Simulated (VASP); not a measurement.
Here is a VASP 6.6.1 calculation.

The input INCAR:

```
ALGO = Normal
EDIFF = 1E-6
ENCUT = 520
GGA = PE
ISIF = 2
ISMEAR = -1
IVDW = 12
LASPH = T
LCHARG = F
LREAL = F
LWAVE = F
NBANDS = 35
NELM = 60
PREC = Accurate
SIGMA = 0.05
```

File KPOINTS:

```
k-points
0
Gamma
  6 6 8
```

POSCAR

```
SnO2
1.0
    4.7928249956      0.0000000000      0.0000000000
    0.0000000000      4.7949963833      0.0000000000
    0.0000000000      0.0000000000      3.2298611716
Sn O
2 4
Direct
    0.0000000000      0.0000000000      0.0000000000
    0.5000000000      0.5000000000      0.5000000000
    0.6939343552      0.6936408638      0.0000000000
    0.1939343552      0.8063591362      0.5000000000
    0.8060656448      0.1936408638      0.5000000000
    0.3060656448      0.3063591362      0.0000000000
```

Potentials or basis: VASP PAW PBE potentials, release 64 (Sn_d, O).

Launch:

```sh
$ cat potpaw_PBE.64/Sn_d/POTCAR potpaw_PBE.64/O/POTCAR > POTCAR
$ mpirun -np 1 vasp_std > vasp.out
```

(1) Predict the pressure.

(2) Estimate the dispersion energy per atom.

(3) Estimate the band gap on the k mesh.

(4) What does it give for the largest force?

## Answers

(1) 0.6 GPa.

(2) -0.215 eV.

(3) 0.83 eV.

(4) 0.015 eV/Å.

Caveat: spin-orbit coupling is left out, which moves the levels of the heavy elements.
